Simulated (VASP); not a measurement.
A run of VASP 6.6.1 is set up as follows.

Contents of INCAR:

```
  ALGO = Normal
  EDIFF = 1E-7
  ENCUT = 520
  GGA = PE
  ISIF = 2
  ISMEAR = 0
  LASPH = True
  LCHARG = True
  LELF = True
  LREAL = False
  LVHAR = True
  LWAVE = False
  NBANDS = 36
  NELM = 100
  PREC = Accurate
  SIGMA = 0.1
```

KPOINTS

```
k-points
0
Gamma
  6 6 8
```

File POSCAR:

```
ZnCu2Br3
1.0
    6.9287119622      0.0000000000      0.0000000000
   -3.4643559811      6.0004405748      0.0000000000
    0.0000000000      0.0000000000      3.7585277111
Zn Cu Br
1 2 3
Direct
    0.0000000000      0.0000000000      0.5000000000
    0.3333333333      0.6666666667      0.0000000000
    0.6666666667      0.3333333333      0.0000000000
    0.6802336498      0.0000000000      0.0000000000
    0.0000000000      0.6802336498      0.0000000000
    0.3197663502      0.3197663502      0.0000000000
```

Potentials or basis: VASP PAW PBE potentials, release 64 (Zn, Cu, Br).

Run with:

```bash
$ cat potpaw_PBE.64/Zn/POTCAR potpaw_PBE.64/Cu/POTCAR potpaw_PBE.64/Br/POTCAR > POTCAR
$ mpirun -np 1 vasp_std > vasp.out
```

(1) Predict the pressure.

(2) What does it give for the band gap on the k mesh?

Results:

(1) 1.7 GPa.

(2) zero (an odd number of electrons rules out a gap without spin polarisation).

Caveat: an odd number of electrons without spin polarisation forces a metal; a magnetic or distorted state may lie lower.
